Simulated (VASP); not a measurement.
SrLiBr3, 10 atoms in the cell. It takes space group P4/mbm (No. 127, tetragonal). Conventional cell: a = 7.345 Å, b = 7.345 Å, c = 5.194 Å, α = 90.00°, β = 90.00°, γ = 90.00°. Li (site symmetry 4/m) has 6 Br at 2.60 to 2.61 Å within 3.4 Å. Sr (site symmetry mmm) has 12 Br at 3.48 to 3.87 Å and 8 Li at 4.50 Å within 4.6 Å. Br (site symmetry m2m) has 2 Li at 2.61 Å within 3.4 Å. Within 3.4 Å of Br (site symmetry 4/m) lie 2 Li at 2.60 Å. 

```yaml
Program: VASP 6.6.1
Task: single point
Functional: PBE
Potentials_or_basis: VASP PAW PBE potentials, release 64 (Li_sv, Sr_sv, Br)
Cutoff: 520 eV
k_mesh: 4 × 4 × 4
Occupations: gaussian, width 0.1 eV
Spin: no spin polarisation
Dipole_correction: no
Further_INCAR_settings: ALGO = Normal; EDIFF = 1e-06; NBANDS = 45
```

Potentials or basis: VASP PAW PBE potentials, release 64 (Li_sv, Sr_sv, Br).

Launch:

```console
$ cat potpaw_PBE.64/Li_sv/POTCAR potpaw_PBE.64/Sr_sv/POTCAR potpaw_PBE.64/Br/POTCAR > POTCAR
$ mpirun -np 1 vasp_std > vasp.out
```

Hardware: 1 thread of Intel Xeon 6975P-C, on a shared host.

**Question.** Estimate the wall time of this run.

**Answer.** It took 3.7 min on 1 thread of Intel Xeon 6975P-C, on a shared host, peak memory 0.47 GiB. Counts: scf iterations 14, k points 18.
